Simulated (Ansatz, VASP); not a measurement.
# Ta2C: VASP beside Ansatz

Contents of INCAR:

```
PREC = Accurate ; ENCUT = 520
EDIFF = 1E-6 ; ISMEAR = 0
SIGMA = 0.1 ; LREAL = F
LASPH = T ; NELM = 60
ALGO = Normal ; ISIF = 2
LWAVE = F ; LCHARG = T
GGA = PS ; LELF = T
LVHAR = T ; NBANDS = 20
```

Contents of KPOINTS:

```
Automatic mesh
0
Gamma
  15 15 8
```

The input POSCAR:

```
Ta2C
1.0
    3.2661962724      0.0000000000      0.0000000000
   -1.6330981362      2.8286089456      0.0000000000
    0.0000000000      0.0000000000      5.1274877040
Ta C
2 1
Direct
    0.3333333333      0.6666666667      0.2891504922
    0.6666666667      0.3333333333      0.7108495078
    0.0000000000      0.0000000000      0.0000000000
```

Input for Ansatz:

```yaml
crystal:
  lattice:
    - [3.2661962724, 0.0, 0.0]
    - [-1.6330981362, 2.8286089456, 0.0]
    - [0.0, 0.0, 5.127487704]
  atoms:
    - { symbol: Ta, position: [0.3333333333, 0.6666666667, 0.2891504922] }
    - { symbol: Ta, position: [0.6666666667, 0.3333333333, 0.7108495078] }
    - { symbol: C, position: [0.0, 0.0, 0.0] }
basis:
  ecutwfc: 420
kpoints:
  mp_grid: { grid: [15, 15, 8] }
hamiltonian:
  xc: pbesol
scf:
  occupations: { method: gaussian, width: 0.1 }
output:
  forces: true
  stress: true
  eigenvalues: true
  write_density: true
  write_potential: true
  elf: true
  volumetric_format: npy
```

Alike in both runs: task single point; functional PBEsol; k mesh 15 × 15 × 8; occupations gaussian, width 0.1 eV; no spin polarisation.

```csv
,VASP,Ansatz
version,VASP 6.6.1,Ansatz 0.2.0
potentials or method,"VASP PAW PBE potentials, release 64 (Ta_pv, C), cutoff 520 eV","scalar-relativistic, plane waves, PAW"
valence electrons in the cell,26,30
```

Ansatz gave:

| Property | Result |
| --- | --- |
| gap on the k mesh at the Fermi level (eV) | none |
| pressure (GPa) | -31.0 |
| traceless stress, the component that is largest in VASP (GPa) | -0.14 |
| rms of the force components (eV/Å) | 1.922 |

Estimate VASP's values.

gap on the k mesh at the Fermi level (eV): none; pressure (GPa): -30.8; traceless stress, the component that is largest in VASP (GPa): -0.19; rms of the force components (eV/Å): 1.905.

VASP's potentials were made for PBE, not for PBEsol. Atom by atom the forces differ by 0.017 eV/Å (rms over components). A gap of «none» marks a metal or a gap that the smearing closes. Both programs put the cell under strong tension, so it lies far from rest at this level. VASP's potentials hold 26 valence electrons a cell and Ansatz's 30, so a difference there can come from the potentials and not from the codes.

Spin-orbit coupling is off throughout. Noted on VASP's run: the cell as given lies far from equilibrium.
